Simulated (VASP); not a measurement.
Set up this calculation in VASP 6.6.1, as the native input.

* Task: single point
* Functional: LDA
* Potentials or basis: VASP PAW LDA potentials, release 64 (Sr_sv, B, Rh_pv)
* Cutoff: 520 eV
* k mesh: 7 × 7 × 6
* Occupations: fermi-dirac, width 0.1 eV
* Spin: non-collinear spin, zero start, spin-orbit coupling
* Starting moments: [[0.0, 0.0, 0.0], [0.0, 0.0, 0.0], [0.0, 0.0, 0.0]] μB
* Dipole correction: no
* Further INCAR settings: ALGO = Fast; EDIFF = 1e-07; NBANDS = 41

The structure of SrBRh lies in POSCAR:

```
SrBRh
1.0
    3.8347502600      0.0000000000      0.0000000000
   -1.9173751300      3.3209911500      0.0000000000
    0.0000000000      0.0000000000      3.8307234400
Sr B Rh
1 1 1
Direct
    0.6666666700      0.3333333300      0.5000000000
    0.3333333300      0.6666666700      0.0000000000
    0.0000000000      0.0000000000      0.0000000000
```

One way to write it, as run:

INCAR

```
ALGO     = Fast           # electronic algorithm
EDIFF    = 1E-7           # SCF threshold, eV
ENCUT    = 520            # plane-wave cutoff, eV
GGA_COMPAT= False        
ISIF     = 2              # what is computed and relaxed
ISMEAR   = -1             # smearing method
LASPH    = True           # aspherical terms in the spheres
LCHARG   = False          # write CHGCAR
LMAXMIX  = 4              # l up to which the mixer works
LNONCOLLINEAR= True           # non-collinear magnetism
LORBIT   = 11             # projections on sites
LORBMOM  = True         
LREAL    = False          # projectors in reciprocal space
LSORBIT  = True           # spin-orbit coupling
LWAVE    = False          # write WAVECAR
MAGMOM   = 0 0 0 0 0 0 0 0 0 # initial moments
NBANDS   = 41             # bands
NELM     = 150            # most SCF steps
PREC     = Accurate       # precision mode
SIGMA    = 0.1            # smearing width, eV
```

KPOINTS

```
k-points
0
Gamma
  7 7 6
```

Potentials or basis: VASP PAW LDA potentials, release 64 (Sr_sv, B, Rh_pv).

Run with:

```console
$ cat potpaw_LDA.64/Sr_sv/POTCAR potpaw_LDA.64/B/POTCAR potpaw_LDA.64/Rh_pv/POTCAR > POTCAR
$ mpirun -np 1 vasp_ncl > vasp.out
```

It gave:

```json
{"Pressure": "4.4 GPa", "Net moment": "0.00 μB per cell", "Valence electrons inside the program's atomic spheres": "Sr 8.26; B 1.66; Rh 14.02"}
```

Caveat: the stress differs along the axes, from -3 to 20 GPa.

It took 4.5 min on 1 thread of Intel(R) Xeon(R) Platinum 8488C (Sapphire Rapids) (shared host), peak memory 0.32 GiB.
